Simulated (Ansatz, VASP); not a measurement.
## Co: VASP beside Ansatz

```
Co
1.0
     2.49043    0.00000    0.00000
    -1.24522    2.15678    0.00000
     0.00000    0.00000   14.16555
Co
7
Direct
  0.00000 0.00000 0.00009
  0.33333 0.66667 0.14277
  0.00000 0.00000 0.28462
  0.33333 0.66667 0.42782
  0.66667 0.33333 0.57143
  0.00000 0.00000 0.71504
  0.33333 0.66667 0.85823
```

Alike in both runs: functional PBE; k mesh 18 × 18 × 3; occupations gaussian, width 0.1 eV; collinear spin.

Ansatz relaxed the structure, and its values are those at the end. VASP's run is a single point on that final structure, the one shown.

|  | VASP | Ansatz |
| --- | --- | --- |
| version | VASP 6.6.1 | Ansatz 0.2.0 |
| potentials or method | VASP PAW PBE potentials, release 64 (Co), cutoff 520 eV | scalar-relativistic, plane waves, PAW |
| valence electrons in the cell | 63 | 119 |

Ansatz gave:

```
gap on the k mesh at the Fermi level (eV)                     : none
pressure (GPa)                                                : 0.0
rms of the force components (eV/Å)                            : 0.003
net moment per atom (μB)                                      : 1.62
size of the moment on the site where the two differ most (μB) : 1.69
```

Q: Which values does VASP return?

A: gap on the k mesh at the Fermi level (eV): none; pressure (GPa): -0.7; rms of the force components (eV/Å): 0.005; net moment per atom (μB): 1.61; size of the moment on the site where the two differ most (μB): 1.63.

Site moments also hang on the region over which each program counts them. A gap of «none» marks a metal or a gap that the smearing closes. The functional is the same, so the differences come from potentials, cutoffs and numerics. VASP's potentials hold 63 valence electrons a cell and Ansatz's 119, so a difference there can come from the potentials and not from the codes.
